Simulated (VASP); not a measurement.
Runs of VASP 6.6.1 on Bi2Te3. The structure is that of space group R-3m (No. 166), or close to it. The cells are those of the table. 

```tsv
cell	gap on the mesh (eV)	pressure (GPa)	largest force (eV/Å)
a = 10.406 Å, angles 24.2°, 5 atoms	0.27	3.1	0.10
a = 10.441 Å, angles 24.2°, 5 atoms	0.27	2.5	0.03
a = 10.262 Å, angles 24.2°, 5 atoms	0.24	(a)	0.39
a = 10.279 Å, angles 24.6°, 5 atoms	0.21	3.1	0.14
```

Alike in all rows: task electric field gradients; level PBE; potentials or basis VASP PAW PBE potentials, release 64 (Bi_d, Te); no spin polarisation; k mesh 7 × 7 × 7; cutoff (eV) 520; smearing fermi-dirac 0.08 eV.

Question: Estimate the missing entries.

Answer: (a) 5.8.

Caveats: spin-orbit coupling is left out, which moves the levels of the heavy elements; an odd mesh through Γ misses points on the zone boundary, where band edges can lie; the cell stands under pressure (at least some runs).

A k mesh can miss the band edges, and the runs leave out spin-orbit coupling on Bi, Te.
